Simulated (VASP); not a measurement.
# C (Cmme) in VASP: single point with LDA

Aim: the single point of C with LDA.

Program: VASP 6.6.1. These are calculated values, not measurements. Logs are shortened: lines on timing, memory, paths and dates and some standing lists are left out, and cuts for length are marked.

## (1) The cell of the first run

Symmetry: Cmme, No. 67, orthorhombic system. The conventional cell has a = 2.446 Å, b = 4.233 Å, c = 6.719 Å, α = 90.00°, β = 90.00°, γ = 90.00°. C (site symmetry m) has 3 C at 1.41 Å within 1.9 Å.

## (2) Single point, LDA (atoms displaced along a vibrational mode)

INCAR

```
SYSTEM = C
PREC = Accurate
ENCUT = 520
EDIFF = 1E-6
ISMEAR = 0
SIGMA = 0.03
LREAL = .False.
LASPH = .True.
NELM = 100
ALGO = Normal
ISIF = 2
LWAVE = .False.
LCHARG = .False.
NBANDS = 16
```

KPOINTS

```
Automatic mesh
0
Gamma
  16 16 6
  0 0 0
```

POSCAR

```
C
1.0
    1.2227846672      2.1166507485      0.0000000000
    1.2227846672     -2.1166507485      0.0000000000
    0.0000000000      0.0000000000     -6.7194983675
C
4
Direct
    0.1667065656      0.8332934344      0.0260436108
    0.6667065656      0.3332934344      0.4739563892
    0.8332934344      0.1667065656      1.0260436108
    0.3332934344      0.6667065656      0.4739563892
```

Potentials or basis: VASP PAW LDA potentials, release 64 (C).

Command:

```bash
> cat potpaw_LDA.64/C/POTCAR > POTCAR
> mpirun -np 1 vasp_std > vasp.out
```

OUTCAR:

```text
SYSTEM = C
   PREC = Accurate
   ENCUT = 520
   EDIFF = 1E-6
   ISMEAR = 0
   LREAL = .False.
   LASPH = .True.
   NELM = 100
   ISIF = 2

 ion  position               nearest neighbor table
   1  0.167  0.833  0.026-   3 1.41   3 1.41   3 1.41
   2  0.667  0.333  0.474-   4 1.41   4 1.41   4 1.41
   3  0.833  0.167  0.026-   1 1.41   1 1.41   1 1.41
   4  0.333  0.667  0.474-   2 1.41   2 1.41   2 1.41

  LATTYP: Found a base centered orthorhombic cell.
 ALAT       =     2.4455693344
 B/A-ratio  =     1.7310085784
 C/A-ratio  =     2.7476212892

  Lattice vectors:

 A1 = (   1.2227846672,   2.1166507485,   0.0000000000)
 A2 = (   1.2227846672,  -2.1166507485,   0.0000000000)
 A3 = (   0.0000000000,   0.0000000000,  -6.7194983675)

Analysis of symmetry for initial positions (statically):
=====================================================================
 Subroutine PRICEL returns:
 Original cell was already a primitive cell.

 Routine SETGRP: Setting up the symmetry group for a
 base centered orthorhombic supercell.

 Subroutine GETGRP returns: Found  8 space group operations
 (whereof  4 operations were pure point group operations)
 out of a pool of  8 trial point group operations.

The static configuration has the point symmetry C_2v.
 The point group associated with its full space group is D_2h.

Analysis of symmetry for dynamics (positions and initial velocities):
=====================================================================
 Subroutine PRICEL returns:
 Original cell was already a primitive cell.

 Routine SETGRP: Setting up the symmetry group for a
 base centered orthorhombic supercell.

 Subroutine GETGRP returns: Found  8 space group operations
 (whereof  4 operations were pure point group operations)
 out of a pool of  8 trial point group operations.

The dynamic configuration has the point symmetry C_2v.
 The point group associated with its full space group is D_2h.

 Subroutine INISYM returns: Found  8 space group operations
 (whereof  4 operations are pure point group operations),
 and found     1 'primitive' translations

----------------------------------------------------------------------------------------

                                     Primitive cell

  volume of cell :      34.7829

  direct lattice vectors                    reciprocal lattice vectors
     1.222784667  2.116650749  0.000000000     0.408902739  0.236222249  0.000000000
[... 91 lines left out ...]
   LREAL  =      F    real-space projection
   EDIFFG = 0.1E-04   stopping-criterion for IOM
   NSW    =      0    number of steps for IOM
   IBRION =     -1    ionic relax: 0-MD 1-quasi-New 2-CG
   NFREE  =      0    steps in history (QN), initial steepest desc. (CG)
   ISIF   =      2    stress and relaxation
   ISYM   =      2    0-nonsym 1-usesym 2-fastsym
   POTIM  = 0.5000    time-step for ionic-motion
   TEBEG  =    0.0;   TEEND  =   0.0 temperature during run
   PSTRESS=    0.0 pullay stress
   NELECT =      16.0000    total number of electrons
   NUPDOWN=      -1.0000    fix difference up-down
   EMIN   =  10.00;   EMAX   =-10.00  energy-range for DOS
   EFERMI =   0.00;   METHOD = LEGACY
   ISMEAR =     0;   SIGMA  =   0.03  broadening in eV -4-tet -1-fermi 0-gaus
   EFERMI_NEDOS =   21; number of points for ismear=-14 and -15
   IALGO  =     38    algorithm
   IMIX   =      4    mixing-type and parameters
     AMIX     =   0.40;   BMIX     =  1.00
     AMIX_MAG =   1.60;   BMIX_MAG =  1.00
  volume/ion in A,a.u.               =       8.70        58.68
  Fermi-wavevector in a.u.,A,eV,Ry     =   1.263745  2.388132 21.729207  1.597052
  Thomas-Fermi vector in A             =   2.397086
   LORBIT       =      0    0 simple, 1 ext, 2 COOP (PROOUT), +10 PAW based schemes
   GGA     = CA    functional components
   LHFCALC =     F    Hartree Fock is set to
   AEXX    =    0.0000 exact exchange contribution
   IVDW    =     0    specifies the selected vdW correction
   LEPSILON=     F    determine dielectric tensor
   LRPA    =     F    only Hartree local field effects (RPA)
 non-spin polarized calculation
 Gauss-broadening in eV      SIGMA  =   0.03
  energy-cutoff  :      520.00
  volume of cell :       34.78
 maximum number of plane-waves:       967
   NGX =  9   NGY =  9   NGZ = 25

 number of electron      15.9999997 magnetization

 Free energy of the ion-electron system (eV)
  ---------------------------------------------------
  ext. energy  EPLUGINS =         0.00000000
  ---------------------------------------------------
  free energy    TOTEN  =       -40.40125576 eV

  energy without entropy =      -40.40122919  energy(sigma->0) =      -40.40124247

 E-fermi :   4.5484     XC(G=0): -10.7531

 val. band max:        4.5249110336   @ k =   0.3750   0.3750   0.0000
 cond. band min:       4.5707227972   @ k =   0.3125   0.3125   0.0000
 fundamental gap:      0.0458117635
 Fermi energy:         4.5483815033

 k-point     1 :       0.0000    0.0000    0.0000
  band No.  band energies     occupation
      1     -14.9967      2.00000
      2     -14.5778      2.00000
      3      -4.1595      2.00000
      4      -1.8824      2.00000
      5       1.6688      2.00000
      6       1.7011      2.00000
[... 433 lines left out ...]
      3      -4.0438      2.00000
      4      -1.7740      2.00000
      5       1.3266      2.00000
      6       1.3580      2.00000
[... 8 lines left out ...]
     15      15.9561      0.00000
     16      16.0946      0.00000

 [... further k-points ...]

------------------------ aborting loop because EDIFF is reached ----------------------------------------

  FORCE on cell =-STRESS in cart. coord.  units (eV):
  Direction    XX          YY          ZZ          XY          YZ          ZX
  --------------------------------------------------------------------------------------
  -------------------------------------------------------------------------------------
  Total        0.3237302      0.1358538      0.4890036      0.0000000      0.0000000      0.0000000
  in kB       14.9117218      6.2577239     22.5245726      0.0000000      0.0000000      0.0000000
  external PRESSURE =      14.5646728 kB  Pullay stress =       0.0000000 kB

 VOLUME and BASIS-vectors are now :
 -----------------------------------------------------------------------------
  energy-cutoff  :      520.00
  volume of cell :       34.78
      direct lattice vectors                 reciprocal lattice vectors
     1.222784667  2.116650749  0.000000000     0.408902739  0.236222249  0.000000000
     1.222784667 -2.116650749  0.000000000     0.408902739 -0.236222249  0.000000000
     0.000000000  0.000000000 -6.719498367     0.000000000  0.000000000 -0.148820633

 POSITION                                       TOTAL-FORCE (eV/Angst)
 -----------------------------------------------------------------------------------
      1.22278     -1.41093     -0.17500         0.000000     -0.037965      0.130006
      1.22278      0.70572     -3.18475         0.000000     -0.037965     -0.130006
      1.22278      1.41093     -0.17500         0.000000      0.037965      0.130006
      1.22278     -0.70572     -3.18475         0.000000      0.037965     -0.130006
 -----------------------------------------------------------------------------------
    total drift:                                0.000000     -0.000000      0.000000

  FREE ENERGIE OF THE ION-ELECTRON SYSTEM (eV)
  ---------------------------------------------------
  free  energy   TOTEN  =       -40.4012557601 eV

  energy  without entropy=      -40.4012291879  energy(sigma->0) =      -40.40124247
```

stdout:

```text
POSCAR found type information on POSCAR C
 POSCAR found :  1 types and       4 ions
 scaLAPACK will be used
 LDA part: xc-table for (Slater(with rela. corr.)+CA(PZ))
 , standard interpolation
 POSCAR, INCAR and KPOINTS ok, starting setup
 FFT: planning ... GRIDC
 FFT: planning ... GRID_SOFT
 FFT: planning ... GRID
 WAVECAR not read
 entering main loop
```

Wall time 78 s (1 thread of AMD EPYC 7R13 (Zen 3), shared host); peak memory 0.18 GiB.

What came out:

* Free energy: -40.4013 eV
* Pressure: 1.5 GPa
* Largest force: 0.135 eV/Å

Forces in eV/Å, atoms in the order of the input:
```
C    0.000 -0.038  0.130
C    0.000 -0.038 -0.130
C    0.000  0.038  0.130
C    0.000  0.038 -0.130
```

Caveat: the cell differs from its parent crystal (atoms displaced along a vibrational mode).
